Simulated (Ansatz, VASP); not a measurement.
# Two plane-wave programs on TePt3

```
Te Pt
1.0
    -2.68743    2.68743    2.68743
     2.68743   -2.68743    2.68743
     2.68743    2.68743   -2.68743
Te Pt
1 3
Direct
  0.00000 0.00000 0.00000
  0.00000 0.50000 0.50000
  0.50000 0.00000 0.50000
  0.50000 0.50000 0.00000
```

Change from the starting cell: species swapped into the Sb3Au type (Im-3m, No. 229).

Alike in both runs: functional PBE; k mesh 4 × 4 × 4; occupations gaussian, width 0.1 eV; no spin polarisation.

Ansatz relaxed the structure, and its values are those at the end. VASP's run is a single point on that final structure, the one shown.

|  | VASP | Ansatz |
| --- | --- | --- |
| version | VASP 6.6.1 | Ansatz 0.2.0 |
| potentials or method | VASP PAW PBE potentials, release 64 (Te, Pt), cutoff 520 eV | scalar-relativistic, plane waves, PAW |
| valence electrons in the cell | 36 | 70 |

Ansatz gave:

| Item | Value |
| --- | --- |
| gap on the k mesh at the Fermi level (eV) | none |
| pressure (GPa) | -0.2 |

Task: Which values does VASP return?

Result: gap on the k mesh at the Fermi level (eV): none; pressure (GPa): -0.5.

A gap of «none» marks a metal or a gap that the smearing closes. VASP's potentials hold 36 valence electrons a cell and Ansatz's 70, so a difference there can come from the potentials and not from the codes.

The k mesh is coarse, so the values compare programs but aren't converged. Spin-orbit coupling is off throughout.
